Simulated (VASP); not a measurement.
Runs of VASP 6.6.1 on P. The structure is that of space group Pm-3m (No. 221), or close to it. The cells are those of the table. 

| task | cell | cutoff (eV) | gap on the mesh (eV) | pressure (GPa) |
| --- | --- | --- | --- | --- |
| single point | a = 4.329, b = 4.329, c = 4.436 Å, 1 atom | 500 | none | -3.5 |
| single point | a = 4.358, b = 4.358, c = 4.378 Å, 1 atom | 500 | none | (a) |
| electric field gradients | a = 4.244, b = 4.244, c = 4.349 Å, 1 atom | 400 | none | -4.0 |
| electric field gradients | a = 4.259, b = 4.259, c = 4.363 Å, 1 atom | 400 | none | -3.9 |
| single point | a = 4.301, b = 4.301, c = 4.407 Å, 1 atom | 500 | none | -3.6 |
| electric field gradients | a = 4.273, b = 4.273, c = 4.290 Å, 1 atom | 400 | none | -4.0 |

Alike in all rows: level PBEsol; potentials or basis VASP PAW PBE potentials, release 64 (P); no spin polarisation; k mesh 10 × 10 × 9; smearing fermi-dirac 0.08 eV.

Problem. Estimate the missing entries.

Solution. (a) -3.4.

Caveats: the PAW data sets were made with another functional, which shifts forces and pressure a little.

A gap of «none» marks levels without a gap at the run's occupations.
